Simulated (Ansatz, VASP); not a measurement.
# Ti6H: VASP beside Ansatz

Contents of INCAR:

```
SYSTEM = Ti6H
PREC = Accurate
ENCUT = 520
EDIFF = 1E-6
ISMEAR = 0
SIGMA = 0.1
LREAL = .False.
LASPH = .True.
NELM = 60
ALGO = Normal
ISIF = 2
LWAVE = .False.
LCHARG = .True.
LDIPOL = .True.
IDIPOL = 3
DIPOL = 0.5 0.5 0.328
GGA = PE
LELF = .True.
LVHAR = .True.
LVACPOTAV = .True.
NBANDS = 86
```

File KPOINTS:

```
regular mesh
0
Gamma
  5 6 1
  0 0 0
```

The input POSCAR:

```
Ti6H
1.0
    5.6639455763      0.0000000000      0.0000000000
    0.0000000000      4.5793473381      0.0000000000
    0.0000000000      0.0000000000     24.5506933039
Ti H
12 2
Direct
    0.2500000000      0.0000000000      0.1629281891
    0.7500000000      0.0000000000      0.1629281891
    0.0000000000      0.5000000000      0.2167736627
    0.5000000000      0.5000000000      0.2167736627
    0.2500000000      0.0000000000      0.2706191363
    0.7500000000      0.0000000000      0.2706191363
    0.2500000000      0.5000000000      0.3256599435
    0.7500000000      0.5000000000      0.3256599435
    0.0000000000      0.0000000000      0.3779650127
    0.5000000000      0.0000000000      0.3779650127
    0.2500000000      0.5000000000      0.4297513383
    0.7500000000      0.5000000000      0.4297513383
   -0.0662082633      0.0000000000      0.5132520352
    0.0662082633      0.0000000000      0.5132520352
```

Input for Ansatz:

```yaml
crystal:
  lattice:
    - [5.6639455763, 0.0, 0.0]
    - [0.0, 4.5793473381, 0.0]
    - [0.0, 0.0, 24.5506933039]
  atoms:
    - { symbol: Ti, position: [0.25, 0.0, 0.1629281891] }
    - { symbol: Ti, position: [0.75, 0.0, 0.1629281891] }
    - { symbol: Ti, position: [0.0, 0.5, 0.2167736627] }
    - { symbol: Ti, position: [0.5, 0.5, 0.2167736627] }
    - { symbol: Ti, position: [0.25, 0.0, 0.2706191363] }
    - { symbol: Ti, position: [0.75, 0.0, 0.2706191363] }
    - { symbol: Ti, position: [0.25, 0.5, 0.3256599435] }
    - { symbol: Ti, position: [0.75, 0.5, 0.3256599435] }
    - { symbol: Ti, position: [0.0, 0.0, 0.3779650127] }
    - { symbol: Ti, position: [0.5, 0.0, 0.3779650127] }
    - { symbol: Ti, position: [0.25, 0.5, 0.4297513383] }
    - { symbol: Ti, position: [0.75, 0.5, 0.4297513383] }
    - { symbol: H, position: [-0.0662082633, 0.0, 0.5132520352] }
    - { symbol: H, position: [0.0662082633, 0.0, 0.5132520352] }
basis:
  ecutwfc: 420
kpoints:
  mp_grid: { grid: [5, 6, 1] }
hamiltonian:
  xc: pbe
  pseudopotentials: { kind: paw, azcp: { folder: soft_1 } }
scf:
  occupations: { method: gaussian, width: 0.1 }
output:
  forces: true
  eigenvalues: true
efield:
  axis: 3
  dipole_correction: true
  ramp_width: 0.04
```

Alike in both runs: task single point; functional PBE; k mesh 5 × 6 × 1; occupations gaussian, width 0.1 eV; no spin polarisation.

|  | VASP | Ansatz |
| --- | --- | --- |
| version | VASP 6.6.1 | Ansatz 0.2.0 |
| potentials or method | VASP PAW PBE potentials, release 64 (Ti_sv, H), cutoff 520 eV | scalar-relativistic, plane waves, PAW |
| valence electrons in the cell | 146 | 146 |

```tsv
	VASP	Ansatz	Ansatz less VASP
gap on the k mesh at the Fermi level (eV)	none	none	-
rms of the force components (eV/Å)	0.142	0.142	+0.0004
work function, face that differs most (eV)	3.38	3.38	-0.001
```

Atom by atom the forces differ by 0.007 eV/Å (rms over components). A gap of «none» marks a metal or a gap that the smearing closes. The functional is the same, so the differences come from potentials, cutoffs and numerics.
